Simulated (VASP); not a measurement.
# GaN (R3m) in VASP: a series of runs, part 2 of 2

VASP 6.6.1. The steps go on from the part before.

**4. Single point, r2SCAN (epitaxial 111 strain +1.0%)**

File POSCAR:

```
GaN
1.0
   -0.0213324739      2.2501095926      2.2501095926
    2.2501095926     -0.0213324739      2.2501095926
    2.2501095926      2.2501095926     -0.0213324739
Ga N
1 1
Direct
   -0.0006497434     -0.0006497434     -0.0006497434
    0.2506497434      0.2506497434      0.2506497434
```

File INCAR.step1:

```
PREC = Accurate ; ENCUT = 520
ISMEAR = 0 ; SIGMA = 0.01
LREAL = F ; LASPH = T
NELM = 100 ; NBANDS = 16
GGA = PE ; ALGO = Normal
EDIFF = 1E-4 ; LWAVE = T
LCHARG = F
```

File INCAR.step2:

```
PREC = Accurate ; ENCUT = 520
EDIFF = 1E-7 ; ISMEAR = 0
SIGMA = 0.01 ; LREAL = F
LASPH = T ; NELM = 100
ALGO = Normal ; ISIF = 2
LWAVE = F ; LCHARG = T
METAGGA = R2SCAN ; LMIXTAU = T
LELF = T ; LVHAR = T
NBANDS = 16 ; ISTART = 1
```

File KPOINTS:

```
regular mesh
0
Gamma
  10 10 10
```

Potentials or basis: VASP PAW PBE potentials, release 64 (Ga_d, N).

Launch:

```bash
> cat potpaw_PBE.64/Ga_d/POTCAR potpaw_PBE.64/N/POTCAR > POTCAR
> cp INCAR.step1 INCAR
> mpirun -np 1 vasp_std > vasp.out
> cp INCAR.step2 INCAR
> mpirun -np 1 vasp_std > vasp.out
```

OUTCAR:

```text
PREC = Accurate
   ENCUT = 520
   EDIFF = 1E-7
   ISMEAR = 0
   LREAL = F
   LASPH = T
   NELM = 100
   ISIF = 2
   METAGGA = R2SCAN
   ISTART = 1

 ion  position               nearest neighbor table
   1  0.999  0.999  0.999-   2 1.95   2 1.96   2 1.96   2 1.96
   2  0.251  0.251  0.251-   1 1.95   1 1.96   1 1.96   1 1.96

  LATTYP: Found a trigonal (rhomboedric) cell.
 ALAT       =     3.1822070064
 COS(alpha) =     0.4904973187

  Lattice vectors:

 A1 = (  -0.0213324739,   2.2501095926,   2.2501095926)
 A2 = (   2.2501095926,  -0.0213324739,   2.2501095926)
 A3 = (   2.2501095926,   2.2501095926,  -0.0213324739)

Analysis of symmetry for initial positions (statically):
=====================================================================
 Subroutine PRICEL returns:
 Original cell was already a primitive cell.

 Routine SETGRP: Setting up the symmetry group for a
 trigonal (rhombohedral) supercell.

 Subroutine GETGRP returns: Found  6 space group operations
 (whereof  6 operations were pure point group operations)
 out of a pool of 12 trial point group operations.

The static configuration has the point symmetry C_3v.

Analysis of symmetry for dynamics (positions and initial velocities):
=====================================================================
 Subroutine PRICEL returns:
 Original cell was already a primitive cell.

 Routine SETGRP: Setting up the symmetry group for a
 trigonal (rhombohedral) supercell.

 Subroutine GETGRP returns: Found  6 space group operations
 (whereof  6 operations were pure point group operations)
 out of a pool of 12 trial point group operations.

The dynamic configuration has the point symmetry C_3v.

 Subroutine INISYM returns: Found  6 space group operations
 (whereof  6 operations are pure point group operations),
 and found     1 'primitive' translations

----------------------------------------------------------------------------------------

                                     Primitive cell

  volume of cell :      23.1086

  direct lattice vectors                    reciprocal lattice vectors
    -0.021332474  2.250109593  2.250109593    -0.219076048  0.221172908  0.221172908
     2.250109593 -0.021332474  2.250109593     0.221172908 -0.219076048  0.221172908
     2.250109593  2.250109593 -0.021332474     0.221172908  0.221172908 -0.219076048

  length of vectors
     3.182207006  3.182207006  3.182207006     0.381875930  0.381875930  0.381875930

  position of ions in fractional coordinates (direct lattice)
     0.999350257  0.999350257  0.999350257
     0.250649743  0.250649743  0.250649743

  ion indices of the primitive-cell ions
   primitive index   ion index
                 1           1
                 2           2

----------------------------------------------------------------------------------------

 KPOINTS: regular mesh

Automatic generation of k-mesh.
 Grid dimensions read from file:
 generate k-points for:   10   10   10

 Generating k-lattice:

  Cartesian coordinates                     Fractional coordinates (reciprocal lattice)
    -0.021907605  0.022117291  0.022117291     0.100000000  0.000000000  0.000000000
     0.022117291 -0.021907605  0.022117291     0.000000000  0.100000000  0.000000000
     0.022117291  0.022117291 -0.021907605     0.000000000  0.000000000  0.100000000

  Length of vectors
     0.038187593  0.038187593  0.038187593

  Shift w.r.t. Gamma in fractional coordinates (k-lattice)
     0.000000000  0.000000000  0.000000000

 Subroutine IBZKPT returns following result:
 ===========================================

 Found    116 irreducible k-points:

 Following reciprocal coordinates:
            Coordinates               Weight
  0.000000  0.000000  0.000000      1.000000
  0.100000 -0.000000 -0.000000      6.000000
  0.200000 -0.000000 -0.000000      6.000000
  0.300000  0.000000 -0.000000      6.000000
  0.400000  0.000000 -0.000000      6.000000
  0.500000  0.000000  0.000000      3.000000
[... 16 lines left out ...]
  0.300000  0.300000  0.000000      6.000000
  0.400000  0.300000 -0.000000     12.000000
 [... further k-points ...]
   k-points           NKPTS =    116   k-points in BZ     NKDIM =    116   number of bands    NBANDS=     16
   number of dos      NEDOS =    301   number of ions     NIONS =      2
   total plane-waves  NPLWV =  13824
   dimension x,y,z NGX =    24 NGY =   24 NGZ =   24
   dimension x,y,z NGXF=    48 NGYF=   48 NGZF=   48
   ions per type =               1   1
   NGX,Y,Z   is equivalent  to a cutoff of  12.54, 12.54, 12.54 a.u.
   NGXF,Y,Z  is equivalent  to a cutoff of  25.08, 25.08, 25.08 a.u.
 SYSTEM =  unknown system
   PREC   = accura    normal or accurate (medium, high low for compatibility)
   ISTART =      1    job   : 0-new  1-cont  2-samecut
   ICHARG =      0    charge: 1-file 2-atom 10-const
   ISPIN  =      1    spin polarized calculation?
   LNONCOLLINEAR =      F non collinear calculations
   LSORBIT =      F    spin-orbit coupling
   LASPH  =      T    aspherical Exc in radial PAW
   ENCUT  =  520.0 eV  38.22 Ry    6.18 a.u.   5.92  5.92  5.92*2*pi/ulx,y,z
   NELM   =    100;   NELMIN=  2; NELMDL=  0     # of ELM steps
   EDIFF  = 0.1E-06   stopping-criterion for ELM
   LREAL  =      F    real-space projection
   EDIFFG = 0.1E-05   stopping-criterion for IOM
   NSW    =      0    number of steps for IOM
   IBRION =     -1    ionic relax: 0-MD 1-quasi-New 2-CG
   NFREE  =      0    steps in history (QN), initial steepest desc. (CG)
   ISIF   =      2    stress and relaxation
   ISYM   =      2    0-nonsym 1-usesym 2-fastsym
   POTIM  = 0.5000    time-step for ionic-motion
   TEBEG  =    0.0;   TEEND  =   0.0 temperature during run
   PSTRESS=    0.0 pullay stress
   NELECT =      18.0000    total number of electrons
   NUPDOWN=      -1.0000    fix difference up-down
   EMIN   =  10.00;   EMAX   =-10.00  energy-range for DOS
   EFERMI =   0.00;   METHOD = LEGACY
   ISMEAR =     0;   SIGMA  =   0.01  broadening in eV -4-tet -1-fermi 0-gaus
   EFERMI_NEDOS =   21; number of points for ismear=-14 and -15
   IALGO  =     38    algorithm
   IMIX   =      4    mixing-type and parameters
     AMIX     =   0.40;   BMIX     =  1.00
     AMIX_MAG =   1.60;   BMIX_MAG =  1.00
  volume/ion in A,a.u.               =      11.55        77.97
  Fermi-wavevector in a.u.,A,eV,Ry     =   1.506287  2.846471 30.870285  2.268902
  Thomas-Fermi vector in A             =   2.617025
   LORBIT       =      0    0 simple, 1 ext, 2 COOP (PROOUT), +10 PAW based schemes
   METAGGA = R2SCAN    functional components
   LHFCALC =     F    Hartree Fock is set to
   AEXX    =    0.0000 exact exchange contribution
   IVDW    =     0    specifies the selected vdW correction
   LEPSILON=     F    determine dielectric tensor
   LRPA    =     F    only Hartree local field effects (RPA)
 non-spin polarized calculation
 Gauss-broadening in eV      SIGMA  =   0.01
  energy-cutoff  :      520.00
  volume of cell :       23.11
 maximum number of plane-waves:       632
   NGX = 11   NGY = 11   NGZ = 11

 number of electron      17.9999996 magnetization

 Free energy of the ion-electron system (eV)
  ---------------------------------------------------
  ext. energy  EPLUGINS =         0.00000000
  ---------------------------------------------------
  free energy    TOTEN  =       -21.89263742 eV

  energy without entropy =      -21.89263742  energy(sigma->0) =      -21.89263742

 E-fermi :   5.0907     XC(G=0): -12.5784

 val. band max:        4.9710964373   @ k =   0.0000   0.0000   0.0000
 cond. band min:       6.9629024448   @ k =   0.0000   0.0000   0.0000
 fundamental gap:      1.9918060074
 Fermi energy:         5.0907264084

 k-point     1 :       0.0000    0.0000    0.0000
  band No.  band energies     occupation
      1     -11.7353      2.00000
      2      -8.9128      2.00000
      3      -8.9128      2.00000
      4      -8.9096      2.00000
      5      -8.5715      2.00000
      6      -8.5715      2.00000
[... 8 lines left out ...]
     15      24.5123      0.00000
     16      24.5123      0.00000
[... 419 lines left out ...]
 k-point    24 :       0.4000    0.3000   -0.0000
  band No.  band energies     occupation
      1     -10.7216      2.00000
      2      -8.7611      2.00000
      3      -8.6854      2.00000
      4      -8.6777      2.00000
      5      -8.5114      2.00000
      6      -7.7395      2.00000
[... 8 lines left out ...]
     15      28.0360      0.00000
     16      28.1880      0.00000

 [... further k-points ...]

------------------------ aborting loop because EDIFF is reached ----------------------------------------

  FORCE on cell =-STRESS in cart. coord.  units (eV):
  Direction    XX          YY          ZZ          XY          YZ          ZX
  --------------------------------------------------------------------------------------
  -------------------------------------------------------------------------------------
  Total       -0.2777441     -0.2777441     -0.2777441      0.2146451      0.2146451      0.2146451
  in kB      -19.2567074    -19.2567074    -19.2567074     14.8818926     14.8818926     14.8818926
  external PRESSURE =     -19.2567074 kB  Pullay stress =       0.0000000 kB

 VOLUME and BASIS-vectors are now :
 -----------------------------------------------------------------------------
  energy-cutoff  :      520.00
  volume of cell :       23.11
      direct lattice vectors                 reciprocal lattice vectors
    -0.021332474  2.250109593  2.250109593    -0.219076048  0.221172908  0.221172908
     2.250109593 -0.021332474  2.250109593     0.221172908 -0.219076048  0.221172908
     2.250109593  2.250109593 -0.021332474     0.221172908  0.221172908 -0.219076048

 POSITION                                       TOTAL-FORCE (eV/Angst)
 -----------------------------------------------------------------------------------
      4.47598      4.47598      4.47598        -0.004765     -0.004765     -0.004765
      1.12263      1.12263      1.12263         0.004765      0.004765      0.004765
 -----------------------------------------------------------------------------------
    total drift:                               -0.000238     -0.000238     -0.000237

  FREE ENERGIE OF THE ION-ELECTRON SYSTEM (eV)
  ---------------------------------------------------
  free  energy   TOTEN  =       -21.8926374189 eV

  energy  without entropy=      -21.8926374189  energy(sigma->0) =      -21.89263742
```

Wall time 3.5 min (1 thread of AMD EPYC 7R13 (Zen 3), shared host); peak memory 0.14 GiB.

What came out:

```
Free energy            : -21.8926 eV
Pressure               : -1.9 GPa
Largest force          : 0.008 eV/Å
Band gap on the k mesh : 1.99 eV, direct
```

Forces on the atoms (eV/Å):
```
Ga  -0.005 -0.005 -0.005
N    0.005  0.005  0.005
```

Caveat: the cell differs from its parent crystal (epitaxial 111 strain +1.0%); the PAW data sets were made with another functional, which shifts forces and pressure a little.

**5. Summary**

```csv
cell,gap on the mesh (eV),pressure (GPa),largest force (eV/Å)
"a = 3.178 Å, angles 58.7°, 2 atoms",2.27,7.9,0.01
"a = 3.179 Å, angles 59.4°, 2 atoms",2.22,4.5,-
"a = 3.182 Å, angles 60.6°, 2 atoms",1.99,-1.9,0.01
```

Alike in all rows: task single point; level r2SCAN; potentials or basis VASP PAW PBE potentials, release 64 (Ga_d, N); no spin polarisation; k mesh 10 × 10 × 10; cutoff (eV) 520; smearing gaussian 0.01 eV.

Caveats: the PAW data sets were made with another functional, which shifts forces and pressure a little.

Absolute energies hang on the potentials; compare differences alone.
